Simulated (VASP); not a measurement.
Input of a VASP 6.6.1 run:

Contents of INCAR:

```
SYSTEM = Cu
  PREC = Accurate
  ENCUT = 520
  EDIFF = 1E-6
  ISMEAR = -1
  SIGMA = 0.1
  LREAL = .False.
  LASPH = .True.
  NELM = 100
  ALGO = Normal
  ISIF = 2
  LWAVE = .False.
  LCHARG = .False.
  GGA = CA
  NBANDS = 12
```

File KPOINTS:

```
Automatic mesh
0
Gamma
  15 15 15
  0 0 0
```

The input POSCAR:

```
Cu
1.0
    2.2297639506      0.0000000000      0.0000000000
    0.0000000000      2.2297639506      0.0000000000
    0.0000000000      0.0000000000      2.2297639506
Cu
1
Direct
    0.0000000000      0.0000000000      0.0000000000
```

Potentials or basis: VASP PAW LDA potentials, release 64 (Cu).

Launch:

```sh
$ cat potpaw_LDA.64/Cu/POTCAR > POTCAR
$ mpirun -np 1 vasp_std > vasp.out
```

(1) What does it give for the pressure?

## Answers

(1) 25.3 GPa.
